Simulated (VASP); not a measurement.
# SiNi3 (P4mm) in VASP: further runs

SiNi3 is run at these levels: PBEsol; tasks: single point.

Everything below comes from runs of VASP 6.6.1. Logs are shortened: lines on timing, memory, paths and dates and some standing lists are left out, and cuts for length are marked.

## (1) The cell of the first run

It takes space group P4mm (No. 99, tetragonal). Conventional cell: a = 3.461 Å, b = 3.461 Å, c = 3.461 Å, α = 90.00°, β = 90.00°, γ = 90.00°. Within 3.0 Å of Si (site symmetry 4mm) lie 12 Ni at 2.28 to 2.63 Å. Ni (site symmetry 2mm) has 4 Si at 2.28 to 2.63 Å and 8 Ni at 2.45 Å within 3.0 Å. Ni (site symmetry 4mm) has 8 Ni at 2.45 Å and 4 Si at 2.46 Å within 3.2 Å.

## (2) Single point, PBEsol (all Ni atoms moved -0.250 Å, as atom 2 along Cartesian [0 1 0])

The input, INCAR:

```
PREC = Accurate ; ENCUT = 520
EDIFF = 1E-7 ; ISMEAR = 0
SIGMA = 0.15 ; LREAL = F
LASPH = T ; NELM = 60
ALGO = Fast ; ISIF = 2
LWAVE = F ; LCHARG = T
GGA = PS ; LELF = T
LVHAR = T ; NBANDS = 25
```

The input, KPOINTS:

```
regular mesh
0
Gamma
  14 14 14
```

The input, POSCAR:

```
SiNi3
1.0
    3.4612457436      0.0000000000      0.0000000000
    0.0000000000      3.4612457436      0.0000000000
    0.0000000000      0.0000000000      3.4612457436
Si Ni
1 3
Direct
    0.0000000000      0.0000000000      0.0000000000
    0.0000000000      0.4277716699      0.5000000000
    0.5000000000     -0.0722283301      0.5000000000
    0.5000000000      0.4277716699      0.0000000000
```

Potentials or basis: VASP PAW PBE potentials, release 64 (Si, Ni).

The run is started by

```sh
$ cat potpaw_PBE.64/Si/POTCAR potpaw_PBE.64/Ni/POTCAR > POTCAR
$ mpirun -np 1 vasp_std > vasp.out
```

OUTCAR:

```text
PREC = Accurate
   ENCUT = 520
   EDIFF = 1E-7
   ISMEAR = 0
   LREAL = F
   LASPH = T
   NELM = 60
   ISIF = 2
   GGA = PS

 ion  position               nearest neighbor table
   1  0.000  0.000  0.000-   2 2.28   4 2.28   2 2.28   4 2.28   3 2.46   3 2.46   3 2.46   3 2.46
                             2 2.63   4 2.63   2 2.63   4 2.63
   2  0.000  0.428  0.500-   1 2.28   1 2.28   4 2.45   3 2.45   4 2.45   3 2.45   3 2.45   4 2.45
                             4 2.45   3 2.45   1 2.63   1 2.63
   3  0.500  0.928  0.500-   2 2.45   4 2.45   4 2.45   2 2.45   4 2.45   4 2.45   2 2.45   2 2.45
                             1 2.46   1 2.46   1 2.46   1 2.46
   4  0.500  0.428  0.000-   1 2.28   1 2.28   3 2.45   2 2.45   3 2.45   3 2.45   3 2.45   2 2.45
                             2 2.45   2 2.45   1 2.63   1 2.63

  LATTYP: Found a simple cubic cell.
 ALAT       =     3.4612457436

  Lattice vectors:

 A1 = (   3.4612457436,   0.0000000000,   0.0000000000)
 A2 = (   0.0000000000,   3.4612457436,   0.0000000000)
 A3 = (   0.0000000000,   0.0000000000,   3.4612457436)

Analysis of symmetry for initial positions (statically):
=====================================================================
 Subroutine PRICEL returns:
 Original cell was already a primitive cell.

 Routine SETGRP: Setting up the symmetry group for a
 simple cubic supercell.

 Subroutine GETGRP returns: Found  8 space group operations
 (whereof  8 operations were pure point group operations)
 out of a pool of 48 trial point group operations.

The static configuration has the point symmetry C_4v.

Analysis of symmetry for dynamics (positions and initial velocities):
=====================================================================
 Subroutine PRICEL returns:
 Original cell was already a primitive cell.

 Routine SETGRP: Setting up the symmetry group for a
 simple cubic supercell.

 Subroutine GETGRP returns: Found  8 space group operations
 (whereof  8 operations were pure point group operations)
 out of a pool of 48 trial point group operations.

The dynamic configuration has the point symmetry C_4v.

 Subroutine INISYM returns: Found  8 space group operations
 (whereof  8 operations are pure point group operations),
 and found     1 'primitive' translations

----------------------------------------------------------------------------------------

                                     Primitive cell

  volume of cell :      41.4665

  direct lattice vectors                    reciprocal lattice vectors
     3.461245744  0.000000000  0.000000000     0.288913320  0.000000000  0.000000000
     0.000000000  3.461245744  0.000000000     0.000000000  0.288913320  0.000000000
     0.000000000  0.000000000  3.461245744     0.000000000  0.000000000  0.288913320

  length of vectors
     3.461245744  3.461245744  3.461245744     0.288913320  0.288913320  0.288913320

  position of ions in fractional coordinates (direct lattice)
     0.000000000  0.000000000  0.000000000
     0.000000000  0.427771670  0.500000000
     0.500000000  0.927771670  0.500000000
     0.500000000  0.427771670  0.000000000

  ion indices of the primitive-cell ions
   primitive index   ion index
                 1           1
                 2           2
                 3           3
                 4           4

----------------------------------------------------------------------------------------

 KPOINTS: regular mesh

Automatic generation of k-mesh.
 Grid dimensions read from file:
 generate k-points for:   14   14   14

 Generating k-lattice:

  Cartesian coordinates                     Fractional coordinates (reciprocal lattice)
     0.020636666  0.000000000  0.000000000     0.071428571  0.000000000  0.000000000
     0.000000000  0.020636666  0.000000000     0.000000000  0.071428571  0.000000000
     0.000000000  0.000000000  0.020636666     0.000000000  0.000000000  0.071428571

  Length of vectors
     0.020636666  0.020636666  0.020636666

  Shift w.r.t. Gamma in fractional coordinates (k-lattice)
     0.000000000  0.000000000  0.000000000

 Subroutine IBZKPT returns following result:
 ===========================================

 Found    288 irreducible k-points:

 Following reciprocal coordinates:
            Coordinates               Weight
  0.000000  0.000000  0.000000      1.000000
  0.071429  0.000000  0.000000      4.000000
  0.000000  0.071429  0.000000      2.000000
  0.142857  0.000000  0.000000      4.000000
  0.000000  0.142857  0.000000      2.000000
  0.214286  0.000000  0.000000      4.000000
[... 16 lines left out ...]
  0.071429  0.000000  0.214286      8.000000
  0.285714  0.071429  0.000000      8.000000
 [... further k-points ...]
   k-points           NKPTS =    288   k-points in BZ     NKDIM =    288   number of bands    NBANDS=     25
   number of dos      NEDOS =    301   number of ions     NIONS =      4
   total plane-waves  NPLWV =  21952
   dimension x,y,z NGX =    28 NGY =   28 NGZ =   28
   dimension x,y,z NGXF=    56 NGYF=   56 NGZF=   56
   ions per type =               1   3
   NGX,Y,Z   is equivalent  to a cutoff of  13.45, 13.45, 13.45 a.u.
   NGXF,Y,Z  is equivalent  to a cutoff of  26.90, 26.90, 26.90 a.u.
 SYSTEM =  unknown system
   PREC   = accura    normal or accurate (medium, high low for compatibility)
   ISTART =      0    job   : 0-new  1-cont  2-samecut
   ICHARG =      2    charge: 1-file 2-atom 10-const
   ISPIN  =      1    spin polarized calculation?
   LNONCOLLINEAR =      F non collinear calculations
   LSORBIT =      F    spin-orbit coupling
   LASPH  =      T    aspherical Exc in radial PAW
   ENCUT  =  520.0 eV  38.22 Ry    6.18 a.u.   6.44  6.44  6.44*2*pi/ulx,y,z
   NELM   =     60;   NELMIN=  2; NELMDL= -5     # of ELM steps
   EDIFF  = 0.1E-06   stopping-criterion for ELM
   LREAL  =      F    real-space projection
   EDIFFG = 0.1E-05   stopping-criterion for IOM
   NSW    =      0    number of steps for IOM
   IBRION =     -1    ionic relax: 0-MD 1-quasi-New 2-CG
   NFREE  =      0    steps in history (QN), initial steepest desc. (CG)
   ISIF   =      2    stress and relaxation
   ISYM   =      2    0-nonsym 1-usesym 2-fastsym
   POTIM  = 0.5000    time-step for ionic-motion
   TEBEG  =    0.0;   TEEND  =   0.0 temperature during run
   PSTRESS=    0.0 pullay stress
   NELECT =      34.0000    total number of electrons
   NUPDOWN=      -1.0000    fix difference up-down
   EMIN   =  10.00;   EMAX   =-10.00  energy-range for DOS
   EFERMI =   0.00;   METHOD = LEGACY
   ISMEAR =     0;   SIGMA  =   0.15  broadening in eV -4-tet -1-fermi 0-gaus
   EFERMI_NEDOS =   21; number of points for ismear=-14 and -15
   IALGO  =     68    algorithm
   IMIX   =      4    mixing-type and parameters
     AMIX     =   0.40;   BMIX     =  1.00
     AMIX_MAG =   1.60;   BMIX_MAG =  1.00
  volume/ion in A,a.u.               =      10.37        69.96
  Fermi-wavevector in a.u.,A,eV,Ry     =   1.532270  2.895571 31.944467  2.347852
  Thomas-Fermi vector in A             =   2.639499
   LORBIT       =      0    0 simple, 1 ext, 2 COOP (PROOUT), +10 PAW based schemes
   GGA     = PS    functional components
   LHFCALC =     F    Hartree Fock is set to
   AEXX    =    0.0000 exact exchange contribution
   IVDW    =     0    specifies the selected vdW correction
   LEPSILON=     F    determine dielectric tensor
   LRPA    =     F    only Hartree local field effects (RPA)
 non-spin polarized calculation
 RMM-DIIS sequential band-by-band and
 Gauss-broadening in eV      SIGMA  =   0.15
  energy-cutoff  :      520.00
  volume of cell :       41.47
 maximum number of plane-waves:      1141
 NGX is ok and might be reduce to    28
   NGX = 13   NGY = 13   NGZ = 13

 number of electron      33.9999971 magnetization

 Free energy of the ion-electron system (eV)
  ---------------------------------------------------
  ext. energy  EPLUGINS =         0.00000000
  ---------------------------------------------------
  free energy    TOTEN  =       -26.09971243 eV

  energy without entropy =      -26.08084055  energy(sigma->0) =      -26.09027649

 E-fermi :  11.0911     XC(G=0): -13.4403

 val. band max:       11.0875803208   @ k =   0.0714   0.0000   0.0714
 cond. band min:      11.1009464206   @ k =   0.4286   0.3571   0.4286
 fundamental gap:      0.0133660998
 Fermi energy:        11.0911092442

 k-point     1 :       0.0000    0.0000    0.0000
  band No.  band energies     occupation
      1      -1.1524      2.00000
      2       5.9328      2.00000
      3       6.5235      2.00000
      4       6.8203      2.00000
      5       7.2196      2.00000
      6       7.2196      2.00000
[... 17 lines left out ...]
     24      21.9452      0.00000
     25      22.4860      0.00000

 k-point     2 :       0.0714    0.0000    0.0000
  band No.  band energies     occupation
      1      -1.0907      2.00000
      2       5.9443      2.00000
      3       6.5219      2.00000
      4       6.7715      2.00000
      5       7.2092      2.00000
      6       7.2438      2.00000
[... 17 lines left out ...]
     24      21.7684      0.00000
     25      22.2943      0.00000

 k-point     3 :       0.0000    0.0714    0.0000
  band No.  band energies     occupation
      1      -1.0911      2.00000
      2       5.9529      2.00000
      3       6.4450      2.00000
      4       6.8651      2.00000
      5       7.2148      2.00000
      6       7.2148      2.00000
[... 17 lines left out ...]
     24      21.7249      0.00000
     25      22.3124      0.00000

 k-point     4 :       0.1429    0.0000    0.0000
  band No.  band energies     occupation
      1      -0.9075      2.00000
      2       5.8964      2.00000
      3       6.4256      2.00000
      4       6.8002      2.00000
      5       7.1940      2.00000
      6       7.2866      2.00000
[... 17 lines left out ...]
     24      21.3016      0.00000
     25      21.6215      0.00000
[... 477 lines left out ...]
 k-point    22 :       0.0000    0.2143    0.0714
  band No.  band energies     occupation
      1      -0.5528      2.00000
      2       5.5408      2.00000
      3       6.3260      2.00000
      4       7.0250      2.00000
      5       7.1477      2.00000
      6       7.2939      2.00000
[... 17 lines left out ...]
     24      20.0899      0.00000
     25      22.0666      0.00000

 k-point    23 :       0.0714    0.0000    0.2143
  band No.  band energies     occupation
      1      -0.5492      2.00000
      2       5.5450      2.00000
      3       6.4409      2.00000
      4       6.8505      2.00000
      5       7.2163      2.00000
      6       7.3238      2.00000
[... 17 lines left out ...]
     24      20.5134      0.00000
     25      21.6895      0.00000

 k-point    24 :       0.2857    0.0714    0.0000
  band No.  band energies     occupation
      1      -0.1504      2.00000
      2       4.8735      2.00000
      3       6.5909      2.00000
      4       7.0395      2.00000
      5       7.1301      2.00000
      6       7.4364      2.00000
[... 17 lines left out ...]
     24      20.1238      0.00000
     25      22.2388      0.00000

 [... further k-points ...]
[... 5 lines left out ...]
  --------------------------------------------------------------------------------------
  -------------------------------------------------------------------------------------
  Total        0.8788506      1.1472631      0.8788506      0.0000000      0.0000000     -0.0000000
  in kB       33.9569214     44.3278121     33.9569214      0.0000000      0.0000000     -0.0000000
  external PRESSURE =      37.4138850 kB  Pullay stress =       0.0000000 kB

 VOLUME and BASIS-vectors are now :
 -----------------------------------------------------------------------------
  energy-cutoff  :      520.00
  volume of cell :       41.47
      direct lattice vectors                 reciprocal lattice vectors
     3.461245744  0.000000000  0.000000000     0.288913320  0.000000000  0.000000000
     0.000000000  3.461245744  0.000000000     0.000000000  0.288913320  0.000000000
     0.000000000  0.000000000  3.461245744     0.000000000  0.000000000  0.288913320

 POSITION                                       TOTAL-FORCE (eV/Angst)
 -----------------------------------------------------------------------------------
      0.00000      0.00000      0.00000        -0.000000     -1.722871      0.000000
      0.00000      1.48062      1.73062         0.000000      0.913104      0.000000
      1.73062      3.21125      1.73062         0.000000     -0.103336      0.000000
      1.73062      1.48062      0.00000        -0.000000      0.913104     -0.000000
 -----------------------------------------------------------------------------------
    total drift:                                0.000000     -0.000522     -0.000006

  FREE ENERGIE OF THE ION-ELECTRON SYSTEM (eV)
  ---------------------------------------------------
  free  energy   TOTEN  =       -26.0997124313 eV

  energy  without entropy=      -26.0808405462  energy(sigma->0) =      -26.09027649
```

It took 2.9 min on 1 thread of Intel Xeon 6975P-C (Granite Rapids), shared host; peak memory 0.35 GiB.

What came out:

- Free energy: -26.0997 eV
- Pressure: 3.7 GPa
- Largest force: 1.723 eV/Å
- Band gap on the k mesh: zero (bands 17 and 18 overlap by 0.28 eV)

Forces on the atoms (eV/Å):
```
Si   0.000 -1.723  0.000
Ni   0.000  0.913  0.000
Ni   0.000 -0.103  0.000
Ni   0.000  0.913  0.000
```

Stress tensor (GPa, compression positive):
```
3.40 0.00 0.00
0.00 4.43 0.00
0.00 0.00 3.40
```

Caveat: the cell differs from its parent crystal (all Ni atoms moved -0.250 Å, as atom 2 along Cartesian [0 1 0]); the cell stands under pressure; the PAW data sets were made with another functional, which shifts forces and pressure a little. Spin polarisation is off, so any magnetic state and its effect on volume and gap are missing.

## (3) Single point, PBEsol (all Ni atoms moved +0.438 Å, as atom 2 along Cartesian [0 1 0])

The input, INCAR:

```
PREC     = Accurate       # precision mode
ENCUT    = 520            # plane-wave cutoff, eV
EDIFF    = 1E-6           # SCF threshold, eV
ISMEAR   = 0              # smearing method
SIGMA    = 0.15           # smearing width, eV
LREAL    = F              # projectors in reciprocal space
LASPH    = T              # aspherical terms in the spheres
NELM     = 80             # most SCF steps
ALGO     = Fast           # electronic algorithm
ISIF     = 2              # what is computed and relaxed
LWAVE    = F              # write WAVECAR
LCHARG   = T              # write CHGCAR
GGA      = PS             # functional
LELF     = T              # ELF
LVHAR    = T            
NBANDS   = 25             # bands
```

The input, KPOINTS:

```
Automatic mesh
0
Gamma
  14 14 14
```

The input, POSCAR:

```
SiNi3
1.0
    3.4612457436      0.0000000000      0.0000000000
    0.0000000000      3.4612457436      0.0000000000
    0.0000000000      0.0000000000      3.4612457436
Si Ni
1 3
Direct
    0.0000000000      0.0000000000      0.0000000000
    0.0000000000      0.6263995776      0.5000000000
    0.5000000000      0.1263995776      0.5000000000
    0.5000000000      0.6263995776      0.0000000000
```

Potentials or basis: VASP PAW PBE potentials, release 64 (Si, Ni).

The run is started by

```sh
$ cat potpaw_PBE.64/Si/POTCAR potpaw_PBE.64/Ni/POTCAR > POTCAR
$ mpirun -np 1 vasp_std > vasp.out
```

It took 2.3 min on 1 thread of Intel Xeon 6975P-C (Granite Rapids), shared host; peak memory 0.35 GiB.

It converged, with:

* Free energy: -25.6109 eV
* Pressure: 11.5 GPa
* Largest force: 3.599 eV/Å
* Band gap on the k mesh: zero (bands 17 and 18 overlap by 0.36 eV)

Forces on the atoms (eV/Å):
```
Si   0.000  3.599  0.000
Ni   0.000 -1.854  0.000
Ni   0.000  0.110  0.000
Ni   0.000 -1.854  0.000
```

Stress tensor (GPa, compression positive):
```
11.12  0.00  0.00
 0.00 12.17  0.00
 0.00  0.00 11.12
```

Levels at points of the mesh, in eV from the Fermi level:
```csv
k point,band 13,band 14,band 15,band 16,band 17,band 18,band 19,band 20,band 21,band 22
"(0.00, 0.00, 0.00)",-0.41,-0.41,-0.36,-0.12,0.03,0.05,0.05,4.54,6.34,6.48
"(0.50, 0.00, 0.00)",-1.45,-1.40,-1.26,-0.56,0.05,3.26,3.96,5.39,5.51,6.08
"(0.00, 0.50, 0.00)",-1.53,-1.32,-1.27,-0.79,-0.12,3.73,3.73,5.53,5.53,5.70
"(0.50, 0.50, 0.00)",-1.58,-1.40,-1.22,-1.22,-1.05,0.73,0.85,5.62,6.70,8.13
"(0.50, 0.00, 0.50)",-1.50,-1.46,-1.27,-1.07,-1.03,0.64,0.64,3.95,8.06,8.06
"(0.50, 0.50, 0.50)",-1.53,-1.39,-1.18,-0.66,-0.31,-0.31,-0.20,1.33,4.03,4.03
```

Caveat: the cell differs from its parent crystal (all Ni atoms moved +0.438 Å, as atom 2 along Cartesian [0 1 0]); the cell stands under pressure; the PAW data sets were made with another functional, which shifts forces and pressure a little.
